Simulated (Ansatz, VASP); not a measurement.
## Si2C3 in VASP and in Ansatz

```
CELL_PARAMETERS angstrom
-1.34510 1.34510 9.51127
1.34510 -1.34510 9.51127
1.34510 1.34510 -9.51127
ATOMIC_POSITIONS crystal
Si 0.10000 0.10000 0.00000
Si 0.90000 0.90000 0.00000
C 0.70000 0.70000 0.00000
C 0.50000 0.50000 0.00000
C 0.30000 0.30000 0.00000
```

Alike in both runs: task single point; functional PBE; k mesh 8 × 8 × 8; occupations gaussian, width 0.1 eV; no spin polarisation.

|  | VASP | Ansatz |
| --- | --- | --- |
| version | VASP 6.6.1 | Ansatz 0.2.0 |
| potentials or method | VASP PAW PBE potentials, release 64 (Si, C), cutoff 520 eV | scalar-relativistic, plane waves, PAW |
| valence electrons in the cell | 20 | 20 |

|  | VASP | Ansatz | Ansatz less VASP |
| --- | --- | --- | --- |
| gap on the k mesh at the Fermi level (eV) | none | none | - |
| pressure (GPa) | -21.7 | -21.7 | -0.01 |
| traceless stress, the component that is largest in VASP (GPa) | -5.24 | -5.26 | -0.020 |
| rms of the force components (eV/Å) | 0.142 | 0.143 | +0.0003 |

Atom by atom the forces differ by 0.000 eV/Å (rms over components). A gap of «none» marks a metal or a gap that the smearing closes.

The k mesh is coarse, so the values compare programs but aren't converged.
